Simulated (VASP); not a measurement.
# HfB2 in VASP: settings compared

Aim: see how the results for HfB2 move with the level of theory and the settings. Levels: PBE, PBEsol. Tasks: single point.

Everything below comes from runs of VASP 6.6.1. Logs are shortened: lines on timing, memory, paths and dates and some standing lists are left out, and cuts for length are marked.

**1. The cell of the first run**

The typed cell holds 3 atoms: a = 3.140 Å, b = 3.140 Å, c = 3.480 Å, α = 90.00°, β = 90.00°, γ = 120.00°.

**2. Single point, PBE**

File INCAR:

```
SYSTEM = HfB2
  PREC = Accurate
  ENCUT = 520
  EDIFF = 1E-7
  ISMEAR = 0
  SIGMA = 0.1
  LREAL = .False.
  LASPH = .True.
  NELM = 80
  ALGO = Normal
  ISIF = 2
  LWAVE = .False.
  LCHARG = .False.
  GGA = PE
  NBANDS = 15
```

File KPOINTS:

```
regular mesh
0
Gamma
  7 7 6
  0 0 0
```

File POSCAR:

```
HfB2
1.0
    3.1400000000      0.0000000000      0.0000000000
   -1.5700000000      2.7193197679      0.0000000000
    0.0000000000      0.0000000000      3.4800000000
Hf B
1 2
Direct
    0.0040700000     -0.0037840000     -0.0029730000
    0.6735240000      0.3435500000      0.4913070000
    0.3173900000      0.6751330000      0.4845490000
```

Potentials or basis: VASP PAW PBE potentials, release 64 (Hf_pv, B).

The run is started by

```
$ cat potpaw_PBE.64/Hf_pv/POTCAR potpaw_PBE.64/B/POTCAR > POTCAR
$ mpirun -np 1 vasp_std > vasp.out
```

OUTCAR:

```text
SYSTEM = HfB2
   PREC = Accurate
   ENCUT = 520
   EDIFF = 1E-7
   ISMEAR = 0
   LREAL = .False.
   LASPH = .True.
   NELM = 80
   ISIF = 2
   GGA = PE

 ion  position               nearest neighbor table
   1  0.004  0.996  0.997-   3 2.42   2 2.47   3 2.48   2 2.50   2 2.50   3 2.51   2 2.52   3 2.52
                             2 2.53   2 2.55   3 2.57   3 2.58
   2  0.674  0.344  0.491-   3 1.75   3 1.82   3 1.87   1 2.47   1 2.50   1 2.50   1 2.52   1 2.53
                             1 2.55
   3  0.317  0.675  0.485-   2 1.75   2 1.82   2 1.87   1 2.42   1 2.48   1 2.51   1 2.52   1 2.57
                             1 2.58

  LATTYP: Found a hexagonal cell.
 ALAT       =     3.1400000000
 C/A-ratio  =     1.1082802548

  Lattice vectors:

 A1 = (   3.1400000000,   0.0000000000,   0.0000000000)
 A2 = (  -1.5700000000,   2.7193197679,   0.0000000000)
 A3 = (   0.0000000000,   0.0000000000,   3.4800000000)

Analysis of symmetry for initial positions (statically):
=====================================================================
 Subroutine PRICEL returns:
 Original cell was already a primitive cell.

 Routine SETGRP: Setting up the symmetry group for a
 hexagonal supercell.

 Subroutine GETGRP returns: Found  1 space group operations
 (whereof  1 operations were pure point group operations)
 out of a pool of 24 trial point group operations.

The static configuration has the point symmetry C_1 .

Analysis of symmetry for dynamics (positions and initial velocities):
=====================================================================
 Subroutine PRICEL returns:
 Original cell was already a primitive cell.

 Routine SETGRP: Setting up the symmetry group for a
 hexagonal supercell.

 Subroutine GETGRP returns: Found  1 space group operations
 (whereof  1 operations were pure point group operations)
 out of a pool of 24 trial point group operations.

The dynamic configuration has the point symmetry C_1 .

 Subroutine INISYM returns: Found  1 space group operations
 (whereof  1 operations are pure point group operations),
 and found     1 'primitive' translations

----------------------------------------------------------------------------------------

                                     Primitive cell

  volume of cell :      29.7146

  direct lattice vectors                    reciprocal lattice vectors
     3.140000000  0.000000000  0.000000000     0.318471338  0.183869512  0.000000000
    -1.570000000  2.719319768  0.000000000     0.000000000  0.367739025  0.000000000
     0.000000000  0.000000000  3.480000000     0.000000000  0.000000000  0.287356322

  length of vectors
     3.140000000  3.140000000  3.480000000     0.367739025  0.367739025  0.287356322

  position of ions in fractional coordinates (direct lattice)
     0.004070000  0.996216000  0.997027000
     0.673524000  0.343550000  0.491307000
     0.317390000  0.675133000  0.484549000

  ion indices of the primitive-cell ions
   primitive index   ion index
                 1           1
                 2           2
                 3           3

----------------------------------------------------------------------------------------

 KPOINTS: regular mesh

Automatic generation of k-mesh.
 Grid dimensions read from file:
 generate k-points for:    7    7    6

 Generating k-lattice:

  Cartesian coordinates                     Fractional coordinates (reciprocal lattice)
     0.045495905  0.026267073  0.000000000     0.142857143  0.000000000  0.000000000
     0.000000000  0.052534146  0.000000000     0.000000000  0.142857143  0.000000000
     0.000000000  0.000000000  0.047892720     0.000000000  0.000000000  0.166666667

  Length of vectors
     0.052534146  0.052534146  0.047892720

  Shift w.r.t. Gamma in fractional coordinates (k-lattice)
     0.000000000  0.000000000  0.000000000

 Subroutine IBZKPT returns following result:
 ===========================================

 Found    148 irreducible k-points:

 Following reciprocal coordinates:
            Coordinates               Weight
  0.000000  0.000000  0.000000      1.000000
  0.142857  0.000000  0.000000      2.000000
  0.000000  0.142857  0.000000      2.000000
 -0.142857  0.142857  0.000000      2.000000
  0.285714  0.000000  0.000000      2.000000
  0.000000  0.285714  0.000000      2.000000
[... 16 lines left out ...]
  0.285714  0.285714  0.000000      2.000000
 -0.285714 -0.428571  0.000000      2.000000
 [... further k-points ...]
   k-points           NKPTS =    148   k-points in BZ     NKDIM =    148   number of bands    NBANDS=     15
   number of dos      NEDOS =    301   number of ions     NIONS =      3
   total plane-waves  NPLWV =  16128
   dimension x,y,z NGX =    24 NGY =   24 NGZ =   28
   dimension x,y,z NGXF=    48 NGYF=   48 NGZF=   56
   ions per type =               1   2
   NGX,Y,Z   is equivalent  to a cutoff of  12.71, 12.71, 13.38 a.u.
   NGXF,Y,Z  is equivalent  to a cutoff of  25.41, 25.41, 26.75 a.u.
 SYSTEM =  HfB2
   PREC   = accura    normal or accurate (medium, high low for compatibility)
   ISTART =      0    job   : 0-new  1-cont  2-samecut
   ICHARG =      2    charge: 1-file 2-atom 10-const
   ISPIN  =      1    spin polarized calculation?
   LNONCOLLINEAR =      F non collinear calculations
   LSORBIT =      F    spin-orbit coupling
   LASPH  =      T    aspherical Exc in radial PAW
   ENCUT  =  520.0 eV  38.22 Ry    6.18 a.u.   5.84  5.84  6.47*2*pi/ulx,y,z
   NELM   =     80;   NELMIN=  2; NELMDL= -5     # of ELM steps
   EDIFF  = 0.1E-06   stopping-criterion for ELM
   LREAL  =      F    real-space projection
   EDIFFG = 0.1E-05   stopping-criterion for IOM
   NSW    =      0    number of steps for IOM
   IBRION =     -1    ionic relax: 0-MD 1-quasi-New 2-CG
   NFREE  =      0    steps in history (QN), initial steepest desc. (CG)
   ISIF   =      2    stress and relaxation
   ISYM   =      2    0-nonsym 1-usesym 2-fastsym
   POTIM  = 0.5000    time-step for ionic-motion
   TEBEG  =    0.0;   TEEND  =   0.0 temperature during run
   PSTRESS=    0.0 pullay stress
   NELECT =      16.0000    total number of electrons
   NUPDOWN=      -1.0000    fix difference up-down
   EMIN   =  10.00;   EMAX   =-10.00  energy-range for DOS
   EFERMI =   0.00;   METHOD = LEGACY
   ISMEAR =     0;   SIGMA  =   0.10  broadening in eV -4-tet -1-fermi 0-gaus
   EFERMI_NEDOS =   21; number of points for ismear=-14 and -15
   IALGO  =     38    algorithm
   IMIX   =      4    mixing-type and parameters
     AMIX     =   0.40;   BMIX     =  1.00
     AMIX_MAG =   1.60;   BMIX_MAG =  1.00
  volume/ion in A,a.u.               =       9.90        66.84
  Fermi-wavevector in a.u.,A,eV,Ry     =   1.331860  2.516850 24.134693  1.773850
  Thomas-Fermi vector in A             =   2.460838
   LORBIT       =      0    0 simple, 1 ext, 2 COOP (PROOUT), +10 PAW based schemes
   GGA     = PE    functional components
   LHFCALC =     F    Hartree Fock is set to
   AEXX    =    0.0000 exact exchange contribution
   IVDW    =     0    specifies the selected vdW correction
   LEPSILON=     F    determine dielectric tensor
   LRPA    =     F    only Hartree local field effects (RPA)
 non-spin polarized calculation
 Gauss-broadening in eV      SIGMA  =   0.10
  energy-cutoff  :      520.00
  volume of cell :       29.71
 maximum number of plane-waves:       816
   NGX = 11   NGY = 11   NGZ = 13

 number of electron      16.0000000 magnetization

 Free energy of the ion-electron system (eV)
  ---------------------------------------------------
  ext. energy  EPLUGINS =         0.00000000
  ---------------------------------------------------
  free energy    TOTEN  =       -26.32978015 eV

  energy without entropy =      -26.32831818  energy(sigma->0) =      -26.32904917

 E-fermi :   7.4795     XC(G=0): -12.5946

 val. band max:        7.4747596684   @ k =  -0.1429  -0.4286   0.0000
 cond. band min:       7.5380763850   @ k =  -0.1429  -0.1429   0.1667
 fundamental gap:      0.0633167166
 Fermi energy:         7.4795224637

 k-point     1 :       0.0000    0.0000    0.0000
  band No.  band energies     occupation
      1     -22.9645      2.00000
      2     -22.4713      2.00000
      3     -22.4530      2.00000
      4      -6.0878      2.00000
      5       4.4493      2.00000
      6       4.5774      2.00000
      7       4.9760      2.00000
      8       5.0797      2.00000
      9      11.5374      0.00000
     10      11.7235      0.00000
     11      11.9190      0.00000
     12      12.1320      0.00000
     13      12.3768      0.00000
     14      13.0326      0.00000
     15      13.3474      0.00000

 k-point     2 :       0.1429    0.0000    0.0000
  band No.  band energies     occupation
      1     -22.9399      2.00000
      2     -22.6048      2.00000
      3     -22.5041      2.00000
      4      -5.6602      2.00000
      5       3.4469      2.00000
      6       4.5256      2.00000
      7       4.9238      2.00000
      8       5.1744      2.00000
      9      10.3553      0.00000
     10      11.1790      0.00000
     11      11.4150      0.00000
     12      11.9670      0.00000
     13      13.5864      0.00000
     14      14.2498      0.00000
     15      14.7968      0.00000

 k-point     3 :       0.0000    0.1429    0.0000
  band No.  band energies     occupation
      1     -22.9397      2.00000
      2     -22.6157      2.00000
      3     -22.4939      2.00000
      4      -5.6543      2.00000
      5       3.5994      2.00000
      6       4.4836      2.00000
      7       4.7501      2.00000
      8       5.1368      2.00000
      9      10.2640      0.00000
     10      11.2905      0.00000
     11      11.5310      0.00000
     12      12.0884      0.00000
     13      13.4091      0.00000
     14      14.2862      0.00000
     15      14.6891      0.00000
[... 343 lines left out ...]
 k-point    23 :       0.2857    0.2857    0.0000
  band No.  band energies     occupation
      1     -23.0657      2.00000
      2     -22.8871      2.00000
      3     -22.8201      2.00000
      4      -1.7990      2.00000
      5      -0.2250      2.00000
      6       0.8794      2.00000
      7       4.5046      2.00000
      8       5.8945      2.00000
      9       8.8342      0.00000
     10       9.0389      0.00000
     11      12.2424      0.00000
     12      16.2636      0.00000
     13      16.6157      0.00000
     14      17.3564      0.00000
     15      18.3385      0.00000

 k-point    24 :      -0.2857   -0.4286    0.0000
  band No.  band energies     occupation
      1     -23.0860      2.00000
      2     -22.8686      2.00000
      3     -22.8193      2.00000
      4      -1.7344      2.00000
      5       0.0244      2.00000
      6       0.5446      2.00000
      7       4.2204      2.00000
      8       6.2085      2.00000
      9       8.7797      0.00000
     10       9.0047      0.00000
     11      12.3495      0.00000
     12      16.2069      0.00000
     13      16.9268      0.00000
     14      17.1178      0.00000
     15      18.8389      0.00000

 [... further k-points ...]
[... 5 lines left out ...]
  --------------------------------------------------------------------------------------
  -------------------------------------------------------------------------------------
  Total        0.4187751      0.3095769      0.2882480     -0.1491389     -0.0658631      0.0865205
  in kB       22.5799136     16.6920584     15.5420265     -8.0414102     -3.5512672      4.6650946
  external PRESSURE =      18.2713328 kB  Pullay stress =       0.0000000 kB

 VOLUME and BASIS-vectors are now :
 -----------------------------------------------------------------------------
  energy-cutoff  :      520.00
  volume of cell :       29.71
      direct lattice vectors                 reciprocal lattice vectors
     3.140000000  0.000000000  0.000000000     0.318471338  0.183869512  0.000000000
    -1.570000000  2.719319768  0.000000000     0.000000000  0.367739025  0.000000000
     0.000000000  0.000000000  3.480000000     0.000000000  0.000000000  0.287356322

 POSITION                                       TOTAL-FORCE (eV/Angst)
 -----------------------------------------------------------------------------------
     -1.55128      2.70903      3.46965        -0.670356      0.517467     -0.488834
      1.57549      0.93422      1.70975        -0.568272     -0.387364      0.118548
     -0.06335      1.83590      1.68623         1.238628     -0.130103      0.370286
 -----------------------------------------------------------------------------------
    total drift:                                0.000062     -0.000034     -0.000083

  FREE ENERGIE OF THE ION-ELECTRON SYSTEM (eV)
  ---------------------------------------------------
  free  energy   TOTEN  =       -26.3297801503 eV

  energy  without entropy=      -26.3283181833  energy(sigma->0) =      -26.32904917
```

It took 24 s on 1 thread of Intel Xeon Platinum 8559C (Emerald Rapids), shared host; peak memory 0.19 GiB.

What came out:

```yaml
Free_energy: -26.3298 eV
Pressure: 1.8 GPa
Largest_force: 1.299 eV/Å
Band_gap_on_the_k_mesh: zero (band 8 reaches 8.17 eV, above the bottom of band 9 at 7.25 eV)
```

Forces in eV/Å, atoms in the order of the input:
```
Hf  -0.670  0.517 -0.489
B   -0.568 -0.387  0.119
B    1.239 -0.130  0.370
```

Caveat: spin-orbit coupling is left out, which moves the levels of the heavy elements; forces of over 1 eV/Å act on the atoms, so gaps and moduli don't describe the material at rest.

(Part 1 of 2 ends here.)
